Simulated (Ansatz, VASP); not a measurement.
# One calculation of GaN, two programs

```
Ga N
1.0
     3.18900    0.00000    0.00000
    -1.59450    2.76176    0.00000
     0.00000    0.00000    5.18500
Ga N
2 2
Direct
  0.33333 0.66667 0.00000
  0.66667 0.33333 0.50000
  0.33333 0.66667 0.37700
  0.66667 0.33333 0.87700
```

Alike in both runs: task single point; functional LDA; k mesh 9 × 9 × 6; no spin polarisation.

|  | VASP | Ansatz |
| --- | --- | --- |
| version | VASP 6.6.1 | Ansatz 0.2.0 |
| potentials or method | VASP PAW LDA potentials, release 64 (Ga_d, N) | scalar-relativistic, plane waves, PAW |
| plane-wave cutoff (eV) | 520 | 420 |
| occupations | gaussian, width 0.01 eV | fixed |
| valence electrons in the cell | 36 | 36 |

Ansatz gave:

```
gap on the k mesh at the Fermi level (eV) : 1.92
least direct gap on the mesh (eV)         : 1.92
```

Estimate VASP's values.

gap on the k mesh at the Fermi level (eV): 1.94; least direct gap on the mesh (eV): 1.94.

LDA's correlation is that of Perdew and Zunger in VASP and of Perdew and Wang (1992) in Ansatz.
